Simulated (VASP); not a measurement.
# Bi (Cmmm) in VASP: single point with PBEsol

Aim: the single point of Bi with PBEsol.

Program: VASP 6.6.1. These are calculated values, not measurements. Logs are shortened: lines on timing, memory, paths and dates and some standing lists are left out, and cuts for length are marked.

### Step 1. The cell of the first run

The typed cell holds 4 atoms: a = 5.577 Å, b = 5.577 Å, c = 4.559 Å, α = 90.00°, β = 90.00°, γ = 109.42°.

This isn't the form of Bi at room conditions, which is rhombohedral.

### Step 2. Single point, PBEsol

The input, INCAR:

```
ALGO     = Fast           # electronic algorithm
EDIFF    = 1E-6           # SCF threshold, eV
ENCUT    = 520            # plane-wave cutoff, eV
GGA      = PS             # functional
ISIF     = 2              # what is computed and relaxed
ISMEAR   = 0              # smearing method
LASPH    = True           # aspherical terms in the spheres
LCHARG   = False          # write CHGCAR
LREAL    = False          # projectors in reciprocal space
LWAVE    = False          # write WAVECAR
NBANDS   = 38             # bands
NELM     = 60             # most SCF steps
PREC     = Accurate       # precision mode
SIGMA    = 0.1            # smearing width, eV
```

The input, KPOINTS:

```
k-points
0
Gamma
  10 10 10
```

The input, POSCAR:

```
Bi
1.0
    3.2221870162     -4.5522504652      0.0000000000
    3.2221870162      4.5522504652      0.0000000000
    0.0000000000      0.0000000000      4.5589831832
Bi
4
Direct
    0.1249993523      0.8750006477      0.2500086833
    0.6249993523      0.3750006477      0.2499913167
    0.8750006477      0.1249993523      0.7499913167
    0.3750006477      0.6249993523      0.7500086833
```

Potentials or basis: VASP PAW PBE potentials, release 64 (Bi_d).

Launch:

```sh
cat potpaw_PBE.64/Bi_d/POTCAR > POTCAR
mpirun -np 1 vasp_std > vasp.out
```

OUTCAR:

```text
EDIFF = 1E-6
   ENCUT = 520
   GGA = PS
   ISIF = 2
   ISMEAR = 0
   LASPH = True
   LREAL = False
   NELM = 60
   PREC = Accurate

 ion  position               nearest neighbor table
   1  0.125  0.875  0.250-   3 3.22   4 3.22   4 3.22   3 3.22   2 3.22   2 3.22
   2  0.625  0.375  0.250-   4 3.22   3 3.22   3 3.22   4 3.22   1 3.22   1 3.22
   3  0.875  0.125  0.750-   1 3.22   2 3.22   2 3.22   1 3.22   4 3.22   4 3.22
   4  0.375  0.625  0.750-   2 3.22   1 3.22   1 3.22   2 3.22   3 3.22   3 3.22

  LATTYP: Found a base centered orthorhombic cell.
 ALAT       =     6.4443740324
 B/A-ratio  =     1.4127828218
 C/A-ratio  =     0.7074361544

  Lattice vectors:

 A1 = (   3.2221870162,  -4.5522504652,   0.0000000000)
 A2 = (   3.2221870162,   4.5522504652,   0.0000000000)
 A3 = (   0.0000000000,   0.0000000000,   4.5589831832)

Analysis of symmetry for initial positions (statically):
=====================================================================
 Subroutine PRICEL returns:
 Original cell was already a primitive cell.

 Routine SETGRP: Setting up the symmetry group for a
 base centered orthorhombic supercell.

 Subroutine GETGRP returns: Found  8 space group operations
 (whereof  4 operations were pure point group operations)
 out of a pool of  8 trial point group operations.

The static configuration has the point symmetry C_2h.
 The point group associated with its full space group is D_2h.

Analysis of symmetry for dynamics (positions and initial velocities):
=====================================================================
 Subroutine PRICEL returns:
 Original cell was already a primitive cell.

 Routine SETGRP: Setting up the symmetry group for a
 base centered orthorhombic supercell.

 Subroutine GETGRP returns: Found  8 space group operations
 (whereof  4 operations were pure point group operations)
 out of a pool of  8 trial point group operations.

The dynamic configuration has the point symmetry C_2h.
 The point group associated with its full space group is D_2h.

 Subroutine INISYM returns: Found  8 space group operations
 (whereof  4 operations are pure point group operations),
 and found     1 'primitive' translations

----------------------------------------------------------------------------------------

                                     Primitive cell

  volume of cell :     133.7442

  direct lattice vectors                    reciprocal lattice vectors
     3.222187016 -4.552250465  0.000000000     0.155174109 -0.109835784  0.000000000
     3.222187016  4.552250465  0.000000000     0.155174109  0.109835784  0.000000000
     0.000000000  0.000000000  4.558983183     0.000000000  0.000000000  0.219347157

  length of vectors
     5.577228117  5.577228117  4.558983183     0.190112871  0.190112871  0.219347157

  position of ions in fractional coordinates (direct lattice)
     0.124999352  0.875000648  0.250008683
     0.624999352  0.375000648  0.249991317
     0.875000648  0.124999352  0.749991317
     0.375000648  0.624999352  0.750008683

  ion indices of the primitive-cell ions
   primitive index   ion index
                 1           1
                 2           2
                 3           3
                 4           4

----------------------------------------------------------------------------------------

 KPOINTS: k-points

Automatic generation of k-mesh.
 Grid dimensions read from file:
 generate k-points for:   10   10   10

 Generating k-lattice:

  Cartesian coordinates                     Fractional coordinates (reciprocal lattice)
     0.015517411 -0.010983578  0.000000000     0.100000000 -0.000000000  0.000000000
     0.015517411  0.010983578  0.000000000    -0.000000000  0.100000000  0.000000000
     0.000000000  0.000000000  0.021934716     0.000000000  0.000000000  0.100000000

  Length of vectors
     0.019011287  0.019011287  0.021934716

  Shift w.r.t. Gamma in fractional coordinates (k-lattice)
     0.000000000  0.000000000  0.000000000

 Subroutine IBZKPT returns following result:
 ===========================================

 Found    186 irreducible k-points:

 Following reciprocal coordinates:
            Coordinates               Weight
  0.000000  0.000000  0.000000      1.000000
  0.100000  0.000000  0.000000      4.000000
  0.200000  0.000000  0.000000      4.000000
  0.300000  0.000000  0.000000      4.000000
  0.400000  0.000000  0.000000      4.000000
  0.500000  0.000000  0.000000      2.000000
[... 16 lines left out ...]
  0.300000  0.300000  0.000000      2.000000
  0.400000  0.300000  0.000000      4.000000
 [... further k-points ...]
   k-points           NKPTS =    186   k-points in BZ     NKDIM =    186   number of bands    NBANDS=     38
   number of dos      NEDOS =    301   number of ions     NIONS =      4
   total plane-waves  NPLWV =  63504
   dimension x,y,z NGX =    42 NGY =   42 NGZ =   36
   dimension x,y,z NGXF=    84 NGYF=   84 NGZF=   72
   ions per type =               4
   NGX,Y,Z   is equivalent  to a cutoff of  12.52, 12.52, 13.13 a.u.
   NGXF,Y,Z  is equivalent  to a cutoff of  25.04, 25.04, 26.26 a.u.
 SYSTEM =  unknown system
   PREC   = accura    normal or accurate (medium, high low for compatibility)
   ISTART =      0    job   : 0-new  1-cont  2-samecut
   ICHARG =      2    charge: 1-file 2-atom 10-const
   ISPIN  =      1    spin polarized calculation?
   LNONCOLLINEAR =      F non collinear calculations
   LSORBIT =      F    spin-orbit coupling
   LASPH  =      T    aspherical Exc in radial PAW
   ENCUT  =  520.0 eV  38.22 Ry    6.18 a.u.  10.37 10.37  8.48*2*pi/ulx,y,z
   NELM   =     60;   NELMIN=  2; NELMDL= -5     # of ELM steps
   EDIFF  = 0.1E-05   stopping-criterion for ELM
   LREAL  =      F    real-space projection
[... 7 lines left out ...]
   TEBEG  =    0.0;   TEEND  =   0.0 temperature during run
   PSTRESS=    0.0 pullay stress
   NELECT =      60.0000    total number of electrons
   NUPDOWN=      -1.0000    fix difference up-down
   EMIN   =  10.00;   EMAX   =-10.00  energy-range for DOS
   EFERMI =   0.00;   METHOD = LEGACY
   ISMEAR =     0;   SIGMA  =   0.10  broadening in eV -4-tet -1-fermi 0-gaus
   EFERMI_NEDOS =   21; number of points for ismear=-14 and -15
   IALGO  =     68    algorithm
   IMIX   =      4    mixing-type and parameters
     AMIX     =   0.40;   BMIX     =  1.00
     AMIX_MAG =   1.60;   BMIX_MAG =  1.00
  volume/ion in A,a.u.               =      33.44       225.64
  Fermi-wavevector in a.u.,A,eV,Ry     =   1.253238  2.368277 21.369392  1.570606
  Thomas-Fermi vector in A             =   2.387101
   LORBIT       =      0    0 simple, 1 ext, 2 COOP (PROOUT), +10 PAW based schemes
   GGA     = PS    functional components
   LHFCALC =     F    Hartree Fock is set to
   AEXX    =    0.0000 exact exchange contribution
   IVDW    =     0    specifies the selected vdW correction
   LEPSILON=     F    determine dielectric tensor
   LRPA    =     F    only Hartree local field effects (RPA)
 non-spin polarized calculation
 RMM-DIIS sequential band-by-band and
 Gauss-broadening in eV      SIGMA  =   0.10
  energy-cutoff  :      520.00
  volume of cell :      133.74
 maximum number of plane-waves:      3644
 NGX is ok and might be reduce to    42
   NGX = 21   NGY = 21   NGZ = 17

 number of electron      59.9999987 magnetization

 Free energy of the ion-electron system (eV)
  ---------------------------------------------------
  ext. energy  EPLUGINS =         0.00000000
  ---------------------------------------------------
  free energy    TOTEN  =       -17.10501604 eV

  energy without entropy =      -17.09301332  energy(sigma->0) =      -17.09901468

 E-fermi :   6.7152     XC(G=0):  -9.9724

 val. band max:        6.7085941964   @ k =   0.2000   0.1000   0.5000
 cond. band min:       6.7174295276   @ k =   0.2000   0.1000   0.0000
 fundamental gap:      0.0088353312
 Fermi energy:         6.7151640219

 k-point     1 :       0.0000    0.0000    0.0000
  band No.  band energies     occupation
      1     -16.1823      2.00000
      2     -16.1807      2.00000
      3     -16.0373      2.00000
      4     -16.0245      2.00000
      5     -15.9726      2.00000
      6     -15.9726      2.00000
[... 30 lines left out ...]
     37      12.3445      0.00000
     38      12.3454      0.00000

 k-point     2 :       0.1000    0.0000    0.0000
  band No.  band energies     occupation
      1     -16.1792      2.00000
      2     -16.1725      2.00000
      3     -16.0355      2.00000
      4     -16.0173      2.00000
      5     -15.9781      2.00000
      6     -15.9754      2.00000
[... 30 lines left out ...]
     37      12.2058      0.00000
     38      12.8512      0.00000

 k-point     3 :       0.2000    0.0000    0.0000
  band No.  band energies     occupation
      1     -16.1699      2.00000
      2     -16.1484      2.00000
      3     -16.0302      2.00000
      4     -16.0118      2.00000
      5     -15.9966      2.00000
      6     -15.9782      2.00000
[... 30 lines left out ...]
     37      12.3696      0.00000
     38      12.4072      0.00000

 k-point     4 :       0.3000    0.0000    0.0000
  band No.  band energies     occupation
      1     -16.1547      2.00000
      2     -16.1105      2.00000
      3     -16.0468      2.00000
      4     -16.0216      2.00000
      5     -15.9735      2.00000
      6     -15.9710      2.00000
[... 30 lines left out ...]
     37      11.0093      0.00000
     38      12.6701      0.00000
[... 703 lines left out ...]
      4     -16.0383      2.00000
      5     -16.0150      2.00000
      6     -16.0019      2.00000
[... 30 lines left out ...]
     37      11.5029      0.00000
     38      12.6006      0.00000

 k-point    23 :       0.3000    0.3000    0.0000
  band No.  band energies     occupation
      1     -16.1722      2.00000
      2     -16.0275      2.00000
      3     -15.9914      2.00000
      4     -15.9913      2.00000
      5     -15.9888      2.00000
      6     -15.9824      2.00000
[... 30 lines left out ...]
     37      11.0913      0.00000
     38      13.8339      0.00000

 k-point    24 :       0.4000    0.3000    0.0000
  band No.  band energies     occupation
      1     -16.1674      2.00000
      2     -16.0477      2.00000
      3     -16.0240      2.00000
      4     -16.0222      2.00000
      5     -15.9975      2.00000
      6     -15.9973      2.00000
[... 30 lines left out ...]
     37      11.2870      0.00000
     38      13.1066      0.00000

 [... further k-points ...]

------------------------ aborting loop because EDIFF is reached ----------------------------------------

  FORCE on cell =-STRESS in cart. coord.  units (eV):
  Direction    XX          YY          ZZ          XY          YZ          ZX
  --------------------------------------------------------------------------------------
  -------------------------------------------------------------------------------------
  Total       -0.1407560     -0.1683892     -0.1765562      0.0000000     -0.0000000      0.0000000
  in kB       -1.6861745     -2.0172045     -2.1150403      0.0000000     -0.0000000      0.0000000
  external PRESSURE =      -1.9394731 kB  Pullay stress =       0.0000000 kB

 VOLUME and BASIS-vectors are now :
 -----------------------------------------------------------------------------
  energy-cutoff  :      520.00
  volume of cell :      133.74
      direct lattice vectors                 reciprocal lattice vectors
     3.222187016 -4.552250465  0.000000000     0.155174109 -0.109835784  0.000000000
     3.222187016  4.552250465  0.000000000     0.155174109  0.109835784  0.000000000
     0.000000000  0.000000000  4.558983183     0.000000000  0.000000000  0.219347157

 POSITION                                       TOTAL-FORCE (eV/Angst)
 -----------------------------------------------------------------------------------
      3.22219      3.41419      1.13979         0.000000     -0.000009     -0.000162
      3.22219     -1.13806      1.13971         0.000000     -0.000009      0.000162
      3.22219     -3.41419      3.41920         0.000000      0.000009      0.000162
      3.22219      1.13806      3.41928         0.000000      0.000009     -0.000162
 -----------------------------------------------------------------------------------
    total drift:                                0.000000     -0.000000      0.000000

  FREE ENERGIE OF THE ION-ELECTRON SYSTEM (eV)
  ---------------------------------------------------
  free  energy   TOTEN  =       -17.1050160433 eV

  energy  without entropy=      -17.0930133167  energy(sigma->0) =      -17.09901468
```

Wall time 6.6 min (1 thread of Intel Xeon 6975P-C (Granite Rapids), shared host); peak memory 0.72 GiB.

What came out:

- Free energy: -17.1050 eV
- Pressure: -0.2 GPa
- Band gap on the k mesh: zero (bands 30 and 31 overlap by 1.93 eV)

Caveat: the PAW data sets were made with another functional, which shifts forces and pressure a little; spin-orbit coupling is left out, which moves the levels of the heavy elements.
